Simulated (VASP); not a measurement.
# SnTe (I4/mmm) in VASP: notebook

The runs below take SnTe through single point, with PBE.

All numbers are computed with VASP 6.6.1; they aren't measurements. Logs are shortened: lines on timing, memory, paths and dates and some standing lists are left out, and cuts for length are marked.

## 1. The cell of the first run

Symmetry: I4/mmm, No. 139, tetragonal system. Conventional cell: a = 4.821 Å, b = 4.821 Å, c = 5.808 Å, α = 90.00°, β = 90.00°, γ = 90.00°. Sn (site symmetry 4/mmm) has 6 Te at 2.90 to 3.41 Å within 3.8 Å. Te (site symmetry 4/mmm) has 6 Sn at 2.90 to 3.41 Å within 3.8 Å.

## 2. Single point, PBE (strain +0.080 along x and y, -0.080 along z)

The input, INCAR:

```
PREC = Accurate ; ENCUT = 520
EDIFF = 1E-6 ; ISMEAR = 0
SIGMA = 0.03 ; LREAL = False
LASPH = True ; NELM = 100
ALGO = Normal ; ISIF = 2
LWAVE = False ; LCHARG = False
GGA = PE ; NBANDS = 17
```

The input, KPOINTS:

```
Automatic mesh
0
Gamma
  10 10 10
```

The input, POSCAR:

```
SnTe
1.0
    0.0000000000      3.4090200000      2.9039800000
    3.4090200000      0.0000000000      2.9039800000
    3.4090200000      3.4090200000      0.0000000000
Sn Te
1 1
Direct
    0.0000000000      0.0000000000      0.0000000000
    0.5000000000      0.5000000000      0.5000000000
```

Potentials or basis: VASP PAW PBE potentials, release 64 (Sn_d, Te).

Run with:

```bash
> cat potpaw_PBE.64/Sn_d/POTCAR potpaw_PBE.64/Te/POTCAR > POTCAR
> mpirun -np 1 vasp_std > vasp.out
```

OUTCAR:

```text
PREC = Accurate
   ENCUT = 520
   EDIFF = 1E-6
   ISMEAR = 0
   LREAL = False
   LASPH = True
   NELM = 100
   ISIF = 2
   GGA = PE

 ion  position               nearest neighbor table
   1  0.000  0.000  0.000-   2 2.90   2 2.90   2 3.41   2 3.41   2 3.41   2 3.41
   2  0.500  0.500  0.500-   1 2.90   1 2.90   1 3.41   1 3.41   1 3.41   1 3.41

  LATTYP: Found a body centered tetragonal cell.
 ALAT       =     4.8210823184
 C/A-ratio  =     1.2047004420

  Lattice vectors:

 A1 = (   0.0000000000,  -3.4090200000,  -2.9039800000)
 A2 = (   0.0000000000,   3.4090200000,  -2.9039800000)
 A3 = (   3.4090200000,   0.0000000000,   2.9039800000)

Analysis of symmetry for initial positions (statically):
=====================================================================
 Subroutine PRICEL returns:
 Original cell was already a primitive cell.

 Routine SETGRP: Setting up the symmetry group for a
 body centered tetragonal supercell.

 Subroutine GETGRP returns: Found 16 space group operations
 (whereof 16 operations were pure point group operations)
 out of a pool of 16 trial point group operations.

The static configuration has the point symmetry D_4h.

Analysis of symmetry for dynamics (positions and initial velocities):
=====================================================================
 Subroutine PRICEL returns:
 Original cell was already a primitive cell.

 Routine SETGRP: Setting up the symmetry group for a
 body centered tetragonal supercell.

 Subroutine GETGRP returns: Found 16 space group operations
 (whereof 16 operations were pure point group operations)
 out of a pool of 16 trial point group operations.

The dynamic configuration has the point symmetry D_4h.

 Subroutine INISYM returns: Found 16 space group operations
 (whereof 16 operations are pure point group operations),
 and found     1 'primitive' translations

----------------------------------------------------------------------------------------

                                     Primitive cell

  volume of cell :      67.4967

  direct lattice vectors                    reciprocal lattice vectors
     0.000000000  3.409020000  2.903980000    -0.146669717  0.146669717  0.172177494
     3.409020000  0.000000000  2.903980000     0.146669717 -0.146669717  0.172177494
     3.409020000  3.409020000  0.000000000     0.146669717  0.146669717 -0.172177494

  length of vectors
     4.478227015  4.478227015  4.821082318     0.269572071  0.269572071  0.269572071

  position of ions in fractional coordinates (direct lattice)
     0.000000000  0.000000000  0.000000000
     0.500000000  0.500000000  0.500000000

  ion indices of the primitive-cell ions
   primitive index   ion index
                 1           1
                 2           2

----------------------------------------------------------------------------------------

 KPOINTS: Automatic mesh

Automatic generation of k-mesh.
 Grid dimensions read from file:
 generate k-points for:   10   10   10

 Generating k-lattice:

  Cartesian coordinates                     Fractional coordinates (reciprocal lattice)
    -0.014666972  0.014666972  0.017217749     0.100000000 -0.000000000  0.000000000
     0.014666972 -0.014666972  0.017217749    -0.000000000  0.100000000  0.000000000
     0.014666972  0.014666972 -0.017217749     0.000000000  0.000000000  0.100000000

  Length of vectors
     0.026957207  0.026957207  0.026957207

  Shift w.r.t. Gamma in fractional coordinates (k-lattice)
     0.000000000  0.000000000  0.000000000

 Subroutine IBZKPT returns following result:
 ===========================================

 Found    102 irreducible k-points:

 Following reciprocal coordinates:
            Coordinates               Weight
  0.000000  0.000000  0.000000      1.000000
  0.100000  0.000000  0.000000      8.000000
  0.200000  0.000000  0.000000      8.000000
  0.300000  0.000000  0.000000      8.000000
  0.400000 -0.000000  0.000000      8.000000
  0.500000  0.000000  0.000000      4.000000
[... 16 lines left out ...]
  0.300000  0.300000  0.000000      2.000000
  0.400000  0.300000  0.000000      8.000000
 [... further k-points ...]
   k-points           NKPTS =    102   k-points in BZ     NKDIM =    102   number of bands    NBANDS=     17
   number of dos      NEDOS =    301   number of ions     NIONS =      2
   total plane-waves  NPLWV =  46656
   dimension x,y,z NGX =    36 NGY =   36 NGZ =   36
   dimension x,y,z NGXF=    72 NGYF=   72 NGZF=   72
   ions per type =               1   1
   NGX,Y,Z   is equivalent  to a cutoff of  13.36, 13.36, 12.41 a.u.
   NGXF,Y,Z  is equivalent  to a cutoff of  26.73, 26.73, 24.83 a.u.
 SYSTEM =  unknown system
   PREC   = accura    normal or accurate (medium, high low for compatibility)
   ISTART =      0    job   : 0-new  1-cont  2-samecut
   ICHARG =      2    charge: 1-file 2-atom 10-const
   ISPIN  =      1    spin polarized calculation?
   LNONCOLLINEAR =      F non collinear calculations
   LSORBIT =      F    spin-orbit coupling
   LASPH  =      T    aspherical Exc in radial PAW
   ENCUT  =  520.0 eV  38.22 Ry    6.18 a.u.   8.33  8.33  8.96*2*pi/ulx,y,z
   NELM   =    100;   NELMIN=  2; NELMDL= -5     # of ELM steps
   EDIFF  = 0.1E-05   stopping-criterion for ELM
   LREAL  =      F    real-space projection
   EDIFFG = 0.1E-04   stopping-criterion for IOM
   NSW    =      0    number of steps for IOM
   IBRION =     -1    ionic relax: 0-MD 1-quasi-New 2-CG
   NFREE  =      0    steps in history (QN), initial steepest desc. (CG)
   ISIF   =      2    stress and relaxation
   ISYM   =      2    0-nonsym 1-usesym 2-fastsym
   POTIM  = 0.5000    time-step for ionic-motion
   TEBEG  =    0.0;   TEEND  =   0.0 temperature during run
   PSTRESS=    0.0 pullay stress
   NELECT =      20.0000    total number of electrons
   NUPDOWN=      -1.0000    fix difference up-down
   EMIN   =  10.00;   EMAX   =-10.00  energy-range for DOS
   EFERMI =   0.00;   METHOD = LEGACY
   ISMEAR =     0;   SIGMA  =   0.03  broadening in eV -4-tet -1-fermi 0-gaus
   EFERMI_NEDOS =   21; number of points for ismear=-14 and -15
   IALGO  =     38    algorithm
   IMIX   =      4    mixing-type and parameters
     AMIX     =   0.40;   BMIX     =  1.00
     AMIX_MAG =   1.60;   BMIX_MAG =  1.00
  volume/ion in A,a.u.               =      33.75       227.75
  Fermi-wavevector in a.u.,A,eV,Ry     =   1.091417  2.062478 16.207129  1.191190
  Thomas-Fermi vector in A             =   2.227661
   LORBIT       =      0    0 simple, 1 ext, 2 COOP (PROOUT), +10 PAW based schemes
   GGA     = PE    functional components
   LHFCALC =     F    Hartree Fock is set to
   AEXX    =    0.0000 exact exchange contribution
   IVDW    =     0    specifies the selected vdW correction
   LEPSILON=     F    determine dielectric tensor
   LRPA    =     F    only Hartree local field effects (RPA)
 non-spin polarized calculation
 Gauss-broadening in eV      SIGMA  =   0.03
  energy-cutoff  :      520.00
  volume of cell :       67.50
 maximum number of plane-waves:      1834
 NGX is ok and might be reduce to    36
   NGX = 17   NGY = 17   NGZ = 17

 number of electron      20.0000004 magnetization

 Free energy of the ion-electron system (eV)
  ---------------------------------------------------
  ext. energy  EPLUGINS =         0.00000000
  ---------------------------------------------------
  free energy    TOTEN  =        -7.13071066 eV

  energy without entropy =       -7.13009584  energy(sigma->0) =       -7.13040325

 E-fermi :   6.2003     XC(G=0):  -9.1265

 val. band max:        6.1932796247   @ k =  -0.3000   0.0000   0.1000
 cond. band min:       6.2070637813   @ k =   0.5000   0.0000   0.0000
 fundamental gap:      0.0137841566
 Fermi energy:         6.2003433894

 k-point     1 :       0.0000    0.0000    0.0000
  band No.  band energies     occupation
      1     -15.8653      2.00000
      2     -15.8637      2.00000
      3     -15.8292      2.00000
      4     -15.8201      2.00000
      5     -15.8201      2.00000
      6      -6.3796      2.00000
[... 9 lines left out ...]
     16      11.7657      0.00000
     17      11.9071      0.00000

 k-point     2 :       0.1000    0.0000    0.0000
  band No.  band energies     occupation
      1     -15.8652      2.00000
      2     -15.8637      2.00000
      3     -15.8296      2.00000
      4     -15.8198      2.00000
      5     -15.8197      2.00000
      6      -6.3047      2.00000
[... 9 lines left out ...]
     16      11.6674      0.00000
     17      12.2868      0.00000

 k-point     3 :       0.2000    0.0000    0.0000
  band No.  band energies     occupation
      1     -15.8649      2.00000
      2     -15.8637      2.00000
      3     -15.8309      2.00000
      4     -15.8189      2.00000
      5     -15.8185      2.00000
      6      -6.0892      2.00000
[... 9 lines left out ...]
     16      11.9170      0.00000
     17      13.4321      0.00000

 k-point     4 :       0.3000    0.0000    0.0000
  band No.  band energies     occupation
      1     -15.8647      2.00000
      2     -15.8637      2.00000
      3     -15.8325      2.00000
      4     -15.8177      2.00000
      5     -15.8169      2.00000
      6      -5.7689      2.00000
[... 9 lines left out ...]
     16      12.7468      0.00000
     17      14.8094      0.00000
[... 343 lines left out ...]
      1     -15.8647      2.00000
      2     -15.8632      2.00000
      3     -15.8338      2.00000
      4     -15.8174      2.00000
      5     -15.8166      2.00000
      6      -5.7716      2.00000
[... 9 lines left out ...]
     16      14.3829      0.00000
     17      14.6460      0.00000

 k-point    23 :       0.3000    0.3000    0.0000
  band No.  band energies     occupation
      1     -15.8663      2.00000
      2     -15.8612      2.00000
      3     -15.8384      2.00000
      4     -15.8141      2.00000
      5     -15.8141      2.00000
      6      -5.3309      2.00000
[... 9 lines left out ...]
     16      13.2247      0.00000
     17      15.6096      0.00000

 k-point    24 :       0.4000    0.3000    0.0000
  band No.  band energies     occupation
      1     -15.8666      2.00000
      2     -15.8606      2.00000
      3     -15.8409      2.00000
      4     -15.8128      2.00000
      5     -15.8127      2.00000
      6      -5.0699      2.00000
[... 9 lines left out ...]
     16      14.0574      0.00000
     17      16.5381      0.00000

 [... further k-points ...]
[... 5 lines left out ...]
  --------------------------------------------------------------------------------------
  -------------------------------------------------------------------------------------
  Total       -1.8941110     -1.8941110      6.1073763      0.0000000     -0.0000000      0.0000000
  in kB      -44.9607242    -44.9607242    144.9714724      0.0000000     -0.0000000      0.0000000
  external PRESSURE =      18.3500080 kB  Pullay stress =       0.0000000 kB

 VOLUME and BASIS-vectors are now :
 -----------------------------------------------------------------------------
  energy-cutoff  :      520.00
  volume of cell :       67.50
      direct lattice vectors                 reciprocal lattice vectors
     0.000000000  3.409020000  2.903980000    -0.146669717  0.146669717  0.172177494
     3.409020000  0.000000000  2.903980000     0.146669717 -0.146669717  0.172177494
     3.409020000  3.409020000  0.000000000     0.146669717  0.146669717 -0.172177494

 POSITION                                       TOTAL-FORCE (eV/Angst)
 -----------------------------------------------------------------------------------
      0.00000      0.00000      0.00000         0.000000     -0.000000      0.000000
      3.40902      3.40902      2.90398        -0.000000      0.000000      0.000000
 -----------------------------------------------------------------------------------
    total drift:                                0.000000      0.000000      0.000000

  FREE ENERGIE OF THE ION-ELECTRON SYSTEM (eV)
  ---------------------------------------------------
  free  energy   TOTEN  =        -7.1307106596 eV

  energy  without entropy=       -7.1300958369  energy(sigma->0) =       -7.13040325
```

Wall time 81 s (1 thread of Intel Xeon Platinum 8259CL at 2.50GHz (Skylake/Cascade Lake), shared host); peak memory 0.28 GiB.

What came out:

- Free energy: -7.1307 eV
- Pressure: 1.8 GPa
- Band gap on the k mesh: zero (band 10 reaches 6.25 eV, above the bottom of band 11 at 6.18 eV)

Caveat: the cell differs from its parent crystal (strain +0.080 along x and y, -0.080 along z); spin-orbit coupling is left out, which moves the levels of the heavy elements.

[end of part 1 of 2]
